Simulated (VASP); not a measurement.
# Sb (Cmmm) in VASP: notebook

Runs on Sb. Level: PBE. Tasks: single point, relaxation of cell and atoms.

All numbers are computed with VASP 6.6.1; they aren't measurements. Logs are shortened: lines on timing, memory, paths and dates and some standing lists are left out, and cuts for length are marked.

## 1. The cell of the first run

Symmetry: Cmmm, No. 65, orthorhombic system. The conventional cell has a = 4.394 Å, b = 4.402 Å, c = 3.110 Å, α = 90.00°, β = 90.00°, γ = 90.00°. Within 4.1 Å of Sb (site symmetry mmm) lie 6 Sb at 3.11 Å.

## 2. Single point, PBE

INCAR

```
SYSTEM = Sb
PREC = Accurate
ENCUT = 520
EDIFF = 1E-7
ISMEAR = 0
SIGMA = 0.1
LREAL = .FALSE.
LASPH = .TRUE.
NELM = 100
ALGO = Normal
ISIF = 2
LWAVE = .FALSE.
LCHARG = .FALSE.
GGA = PE
NBANDS = 8
```

KPOINTS

```
Automatic mesh
0
G
  18 18 18
  0 0 0
```

POSCAR

```
Sb
1.0
    2.1967746823     -2.2009442233      0.0000000000
    2.1967746823      2.2009442233      0.0000000000
    0.0000000000      0.0000000000      3.1095859310
Sb
1
Direct
    0.0000000000      0.0000000000      0.5000000000
```

Potentials or basis: VASP PAW PBE potentials, release 64 (Sb).

Command:

```console
$ cat potpaw_PBE.64/Sb/POTCAR > POTCAR
$ mpirun -np 1 vasp_std > vasp.out
```

OUTCAR:

```text
SYSTEM = Sb
   PREC = Accurate
   ENCUT = 520
   EDIFF = 1E-7
   ISMEAR = 0
   LREAL = .FALSE.
   LASPH = .TRUE.
   NELM = 100
   ISIF = 2
   GGA = PE

 ion  position               nearest neighbor table
   1  0.000  0.000  0.500-

  LATTYP: Found a base centered orthorhombic cell.
 ALAT       =     4.3935493646
 B/A-ratio  =     1.0018980285
 C/A-ratio  =     0.7077616917

  Lattice vectors:

 A1 = (   2.1967746823,  -2.2009442233,   0.0000000000)
 A2 = (   2.1967746823,   2.2009442233,   0.0000000000)
 A3 = (   0.0000000000,   0.0000000000,   3.1095859310)

Analysis of symmetry for initial positions (statically):
=====================================================================
 Subroutine PRICEL returns:
 Original cell was already a primitive cell.

 Routine SETGRP: Setting up the symmetry group for a
 base centered orthorhombic supercell.

 Subroutine GETGRP returns: Found  8 space group operations
 (whereof  8 operations were pure point group operations)
 out of a pool of  8 trial point group operations.

The static configuration has the point symmetry D_2h.

Analysis of symmetry for dynamics (positions and initial velocities):
=====================================================================
 Subroutine PRICEL returns:
 Original cell was already a primitive cell.

 Routine SETGRP: Setting up the symmetry group for a
 base centered orthorhombic supercell.

 Subroutine GETGRP returns: Found  8 space group operations
 (whereof  8 operations were pure point group operations)
 out of a pool of  8 trial point group operations.

The dynamic configuration has the point symmetry D_2h.

 Subroutine INISYM returns: Found  8 space group operations
 (whereof  8 operations are pure point group operations),
 and found     1 'primitive' translations

----------------------------------------------------------------------------------------

                                     Primitive cell

  volume of cell :      30.0696

  direct lattice vectors                    reciprocal lattice vectors
     2.196774682 -2.200944223  0.000000000     0.227606410 -0.227175225  0.000000000
     2.196774682  2.200944223  0.000000000     0.227606410  0.227175225  0.000000000
     0.000000000  0.000000000  3.109585931     0.000000000  0.000000000  0.321586225

  length of vectors
     3.109658258  3.109658258  3.109585931     0.321579323  0.321579323  0.321586225

  position of ions in fractional coordinates (direct lattice)
     0.000000000  0.000000000  0.500000000

  ion indices of the primitive-cell ions
   primitive index   ion index
                 1           1

----------------------------------------------------------------------------------------

 KPOINTS: Automatic mesh

Automatic generation of k-mesh.
 Grid dimensions read from file:
 generate k-points for:   18   18   18

 Generating k-lattice:

  Cartesian coordinates                     Fractional coordinates (reciprocal lattice)
     0.012644801 -0.012620846  0.000000000     0.055555556  0.000000000  0.000000000
     0.012644801  0.012620846  0.000000000     0.000000000  0.055555556  0.000000000
     0.000000000  0.000000000  0.017865901     0.000000000  0.000000000  0.055555556

  Length of vectors
     0.017865518  0.017865518  0.017865901

  Shift w.r.t. Gamma in fractional coordinates (k-lattice)
     0.000000000  0.000000000  0.000000000

 Subroutine IBZKPT returns following result:
 ===========================================

 Found    910 irreducible k-points:

 Following reciprocal coordinates:
            Coordinates               Weight
  0.000000  0.000000  0.000000      1.000000
  0.055556 -0.000000  0.000000      4.000000
  0.111111 -0.000000  0.000000      4.000000
  0.166667  0.000000  0.000000      4.000000
  0.222222  0.000000  0.000000      4.000000
  0.277778  0.000000  0.000000      4.000000
[... 16 lines left out ...]
 -0.277778  0.055556  0.000000      4.000000
 -0.222222  0.055556  0.000000      4.000000
 [... further k-points ...]
   k-points           NKPTS =    910   k-points in BZ     NKDIM =    910   number of bands    NBANDS=      8
   number of dos      NEDOS =    301   number of ions     NIONS =      1
   total plane-waves  NPLWV =  13824
   dimension x,y,z NGX =    24 NGY =   24 NGZ =   24
   dimension x,y,z NGXF=    48 NGYF=   48 NGZF=   48
   ions per type =               1
   NGX,Y,Z   is equivalent  to a cutoff of  12.83, 12.83, 12.83 a.u.
   NGXF,Y,Z  is equivalent  to a cutoff of  25.66, 25.66, 25.66 a.u.
 SYSTEM =  Sb
   PREC   = accura    normal or accurate (medium, high low for compatibility)
   ISTART =      0    job   : 0-new  1-cont  2-samecut
   ICHARG =      2    charge: 1-file 2-atom 10-const
   ISPIN  =      1    spin polarized calculation?
   LNONCOLLINEAR =      F non collinear calculations
   LSORBIT =      F    spin-orbit coupling
   LASPH  =      T    aspherical Exc in radial PAW
   ENCUT  =  520.0 eV  38.22 Ry    6.18 a.u.   5.78  5.78  5.78*2*pi/ulx,y,z
   NELM   =    100;   NELMIN=  2; NELMDL= -5     # of ELM steps
   EDIFF  = 0.1E-06   stopping-criterion for ELM
   LREAL  =      F    real-space projection
   EDIFFG = 0.1E-05   stopping-criterion for IOM
   NSW    =      0    number of steps for IOM
   IBRION =     -1    ionic relax: 0-MD 1-quasi-New 2-CG
   NFREE  =      0    steps in history (QN), initial steepest desc. (CG)
   ISIF   =      2    stress and relaxation
   ISYM   =      2    0-nonsym 1-usesym 2-fastsym
   POTIM  = 0.5000    time-step for ionic-motion
   TEBEG  =    0.0;   TEEND  =   0.0 temperature during run
   PSTRESS=    0.0 pullay stress
   NELECT =       5.0000    total number of electrons
   NUPDOWN=      -1.0000    fix difference up-down
   EMIN   =  10.00;   EMAX   =-10.00  energy-range for DOS
   EFERMI =   0.00;   METHOD = LEGACY
   ISMEAR =     0;   SIGMA  =   0.10  broadening in eV -4-tet -1-fermi 0-gaus
   EFERMI_NEDOS =   21; number of points for ismear=-14 and -15
   IALGO  =     38    algorithm
   IMIX   =      4    mixing-type and parameters
     AMIX     =   0.40;   BMIX     =  1.00
     AMIX_MAG =   1.60;   BMIX_MAG =  1.00
  volume/ion in A,a.u.               =      30.07       202.92
  Fermi-wavevector in a.u.,A,eV,Ry     =   0.900235  1.701197 11.026470  0.810423
  Thomas-Fermi vector in A             =   2.023167
   LORBIT       =      0    0 simple, 1 ext, 2 COOP (PROOUT), +10 PAW based schemes
   GGA     = PE    functional components
   LHFCALC =     F    Hartree Fock is set to
   AEXX    =    0.0000 exact exchange contribution
   IVDW    =     0    specifies the selected vdW correction
   LEPSILON=     F    determine dielectric tensor
   LRPA    =     F    only Hartree local field effects (RPA)
 non-spin polarized calculation
 Gauss-broadening in eV      SIGMA  =   0.10
  energy-cutoff  :      520.00
  volume of cell :       30.07
 maximum number of plane-waves:       840
   NGX = 11   NGY = 11   NGZ = 11

 number of electron       4.9999999 magnetization

 Free energy of the ion-electron system (eV)
  ---------------------------------------------------
  ext. energy  EPLUGINS =         0.00000000
  ---------------------------------------------------
  free energy    TOTEN  =        -4.09388298 eV

  energy without entropy =       -4.09146968  energy(sigma->0) =       -4.09267633

 E-fermi :   7.0656     XC(G=0):  -9.5899

 val. band max:        7.0638099613   @ k =  -0.2778   0.2778   0.2778
 cond. band min:       7.0961522470   @ k =   0.2778   0.2222   0.4444
 fundamental gap:      0.0323422857
 Fermi energy:         7.0656098618

 k-point     1 :       0.0000    0.0000    0.0000
  band No.  band energies     occupation
      1      -5.2898      2.00000
      2      10.2775      0.00000
      3      10.2825      0.00000
      4      10.2863      0.00000
      5      13.9465      0.00000
      6      13.9467      0.00000
      7      15.2493      0.00000
      8      24.6247      0.00000

 k-point     2 :       0.0556   -0.0000    0.0000
  band No.  band energies     occupation
      1      -5.2454      2.00000
      2       9.6703      0.00000
      3      10.3257      0.00000
      4      10.3263      0.00000
      5      13.9820      0.00000
      6      14.3583      0.00000
      7      15.5477      0.00000
      8      24.1653      0.00000

 k-point     3 :       0.1111   -0.0000    0.0000
  band No.  band energies     occupation
      1      -5.1129      2.00000
      2       8.4271      0.00000
      3      10.4552      0.00000
      4      10.4558      0.00000
      5      14.0877      0.00000
      6      14.7870      0.00000
      7      16.6539      0.00000
      8      23.2908      0.00000

 k-point     4 :       0.1667    0.0000    0.0000
  band No.  band energies     occupation
      1      -4.8947      2.00000
      2       7.0586      1.07857
      3      10.6642      0.00000
      4      10.6648      0.00000
      5      14.2627      0.00000
      6      15.0652      0.00000
      7      18.2129      0.00000
      8      22.3343      0.00000

 k-point     5 :       0.2222    0.0000    0.0000
  band No.  band energies     occupation
      1      -4.5962      2.00000
      2       5.7177      2.00000
      3      10.9413      0.00000
      4      10.9420      0.00000
      5      14.5043      0.00000
      6      15.3653      0.00000
      7      19.8408      0.00000
      8      21.3857      0.00000
[... 177 lines left out ...]
 k-point    22 :      -0.3333    0.0556    0.0000
  band No.  band energies     occupation
      1      -3.7663      2.00000
      2       3.3892      2.00000
      3      11.0354      0.00000
      4      11.6594      0.00000
      5      15.4457      0.00000
      6      16.4118      0.00000
      7      18.6744      0.00000
      8      19.7265      0.00000

 k-point    23 :      -0.2778    0.0556    0.0000
  band No.  band energies     occupation
      1      -4.1838      2.00000
      2       4.5099      2.00000
      3      10.6764      0.00000
      4      11.3125      0.00000
      5      15.0837      0.00000
      6      16.0780      0.00000
      7      19.4301      0.00000
      8      20.5249      0.00000

 k-point    24 :      -0.2222    0.0556    0.0000
  band No.  band energies     occupation
      1      -4.5522      2.00000
      2       5.7624      2.00000
      3      10.3427      0.00000
      4      10.9857      0.00000
      5      14.7735      0.00000
      6      15.7618      0.00000
      7      19.7110      0.00000
      8      20.6486      0.00000

 [... further k-points ...]
[... 5 lines left out ...]
  --------------------------------------------------------------------------------------
  -------------------------------------------------------------------------------------
  Total       -0.0015935     -0.0107574     -0.0058076      0.0000000      0.0000000      0.0000000
  in kB       -0.0849049     -0.5731782     -0.3094425      0.0000000      0.0000000      0.0000000
  external PRESSURE =      -0.3225085 kB  Pullay stress =       0.0000000 kB

 VOLUME and BASIS-vectors are now :
 -----------------------------------------------------------------------------
  energy-cutoff  :      520.00
  volume of cell :       30.07
      direct lattice vectors                 reciprocal lattice vectors
     2.196774682 -2.200944223  0.000000000     0.227606410 -0.227175225  0.000000000
     2.196774682  2.200944223  0.000000000     0.227606410  0.227175225  0.000000000
     0.000000000  0.000000000  3.109585931     0.000000000  0.000000000  0.321586225

 POSITION                                       TOTAL-FORCE (eV/Angst)
 -----------------------------------------------------------------------------------
      0.00000      0.00000      1.55479         0.000000     -0.000000      0.000000
 -----------------------------------------------------------------------------------
    total drift:                                0.000000      0.000000     -0.000000

  FREE ENERGIE OF THE ION-ELECTRON SYSTEM (eV)
  ---------------------------------------------------
  free  energy   TOTEN  =        -4.0938829821 eV

  energy  without entropy=       -4.0914696839  energy(sigma->0) =       -4.09267633
```

Run time: 80 s. Hardware: 1 thread of Intel Xeon Platinum 8259CL at 2.50GHz (Skylake/Cascade Lake), shared host; peak memory 0.32 GiB.

What came out:

```
Free energy : -4.0939 eV
Pressure    : 0.0 GPa
```

Levels at points of the mesh, in eV from the Fermi level:
| k point | band 1 | band 2 | band 3 | band 4 | band 5 | band 6 |
| --- | --- | --- | --- | --- | --- | --- |
| (0.00, 0.00, 0.00) | -12.36 | 3.21 | 3.22 | 3.22 | 6.88 | 6.88 |
| (0.50, 0.00, 0.00) | -9.97 | -5.55 | 5.20 | 5.20 | 8.95 | 10.55 |
| (0.50, 0.50, 0.00) | -7.43 | -3.54 | -3.52 | 2.18 | 7.21 | 12.74 |
| (0.00, 0.00, 0.50) | -9.97 | -5.55 | 5.19 | 5.20 | 8.95 | 10.55 |
| (0.50, 0.00, 0.50) | -7.43 | -3.53 | -3.53 | 2.18 | 7.21 | 12.74 |
| (0.50, 0.50, 0.50) | -4.61 | -1.64 | -1.63 | -1.62 | 4.80 | 4.81 |

Caveat: spin-orbit coupling is left out, which moves the levels of the heavy elements.

## 3. Relaxation of cell and atoms, PBE

This run uses another cell than the first one, of 30.49 Å³/atom, 1.014 times its volume.

INCAR

```
ALGO = Normal ; EDIFF = 1E-6
EDIFFG = -0.01 ; ENCUT = 600
GGA = PE ; IBRION = 2
ISIF = 3 ; ISMEAR = 0
LASPH = True ; LCHARG = False
LREAL = False ; LWAVE = False
NELM = 100 ; NSW = 100
PREC = Accurate ; SIGMA = 0.1
```

KPOINTS

```
k-points
0
Gamma
  18 18 18
```

POSCAR

```
Sb
1.0
    2.1948726221     -2.2188579010      0.0000000000
    2.1948726221      2.2188579010      0.0000000000
    0.0000000000      0.0000000000      3.1299156273
Sb
1
Direct
    0.0000000000      0.0000000000      0.5000000000
```

Potentials or basis: VASP PAW PBE potentials, release 64 (Sb).

Command:

```console
$ cat potpaw_PBE.64/Sb/POTCAR > POTCAR
$ mpirun -np 1 vasp_std > vasp.out
```

It took 8.3 min on 1 thread of Intel Xeon Platinum 8259CL at 2.50GHz (Skylake/Cascade Lake), shared host; peak memory 0.36 GiB.

The run converged. Its results:

- Free energy: -4.0939 eV
- Relaxed volume: 30.05 Å³/atom
- Relaxed cell: a = 3.110 Å, b = 3.110 Å, c = 3.108 Å, α = 90.00°, β = 90.00°, γ = 90.10°
- Space group after relaxing (to 0.05 Å): Pm-3m (No. 221)
- Energy gained by relaxing: 1.3 meV/atom
- Ionic steps: 9
- Pressure after relaxing: 0.0 GPa

The path:
```tsv
step	energy change (eV)	largest force (eV/Å)	pressure (GPa)	volume (Å³)
1	0.0000	0.0000	-0.77	30.49
2	-0.0010	0.0000	0.40	29.84
3	-0.0012	0.0000	0.03	30.03
4	-0.0012	0.0000	0.03	30.04
5	-0.0011	0.0000	-0.16	30.14
6	-0.0012	0.0000	0.00	30.05
7	-0.0012	0.0000	-0.02	30.06
8	-0.0013	0.0000	-0.04	30.07
9	-0.0013	0.0000	0.00	30.05
```

Final structure:
```
Sb
1.0
     2.19691   -2.20076    0.00000
     2.19691    2.20076    0.00000
     0.00000    0.00000    3.10775
Sb
1
Direct
  0.00000 0.00000 0.50000
```

Levels at points of the mesh, in eV from the Fermi level:
| k point | band 1 | band 2 | band 3 | band 4 | band 5 | band 6 |
| --- | --- | --- | --- | --- | --- | --- |
| (0.00, 0.00, 0.00) | -12.36 | 3.21 | 3.22 | 3.23 | 6.88 | 6.89 |
| (0.50, 0.00, 0.00) | -9.97 | -5.56 | 5.19 | 5.21 | 8.95 | 10.55 |
| (0.50, 0.50, 0.00) | -7.44 | -3.54 | -3.52 | 2.18 | 7.22 | 12.75 |
| (0.00, 0.00, 0.50) | -9.96 | -5.56 | 5.20 | 5.20 | 8.95 | 10.54 |
| (0.50, 0.00, 0.50) | -7.43 | -3.54 | -3.53 | 2.18 | 7.21 | 12.75 |
| (0.50, 0.50, 0.50) | -4.60 | -1.64 | -1.64 | -1.62 | 4.80 | 4.82 |

Caveat: spin-orbit coupling is left out, which moves the levels of the heavy elements.

(Part 1 of 2 ends here.)
